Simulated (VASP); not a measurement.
## Ga: single point with PBE

The system is Ga.

```
CELL_PARAMETERS angstrom
0.00000 2.11790 2.11790
2.11790 0.00000 2.11790
2.11790 2.11790 0.00000
ATOMIC_POSITIONS crystal
Ga 0.00000 0.00000 0.00000
```

* Program: VASP 6.6.1
* Task: single point
* Functional: PBE
* Potentials or basis: VASP PAW PBE potentials, release 64 (Ga_d)
* Cutoff: 500 eV
* k mesh: 4 × 4 × 4
* Occupations: fermi-dirac, width 0.15 eV
* Spin: no spin polarisation
* Dipole correction: no
* Further INCAR settings: ALGO = Normal; EDIFF = 1e-06; NBANDS = 12

```yaml
Pressure: 4.9 GPa
```

Levels at points of the mesh, in eV from the Fermi level:
| k point | band 2 | band 3 | band 4 | band 5 | band 6 | band 7 | band 8 | band 9 | band 10 | band 11 |
| --- | --- | --- | --- | --- | --- | --- | --- | --- | --- | --- |
| (0.00, 0.00, 0.00) | -14.50 | -14.50 | -14.38 | -14.38 | -10.65 | 12.48 | 12.48 | 12.48 | 16.13 | 16.35 |
| (0.50, 0.00, 0.00) | -14.49 | -14.49 | -14.28 | -14.28 | -4.61 | -3.60 | 10.14 | 10.14 | 14.80 | 14.80 |
| (0.50, 0.50, 0.00) | -14.61 | -14.29 | -14.25 | -14.25 | -2.18 | -2.01 | 5.25 | 5.25 | 8.70 | 8.78 |

Wall time 2.1 s on 1 thread of Intel(R) Xeon(R) Platinum 8559C (Emerald Rapids) (shared host), peak memory 0.12 GiB.

Caveat: the k points lie up to 0.64 Å⁻¹ apart.
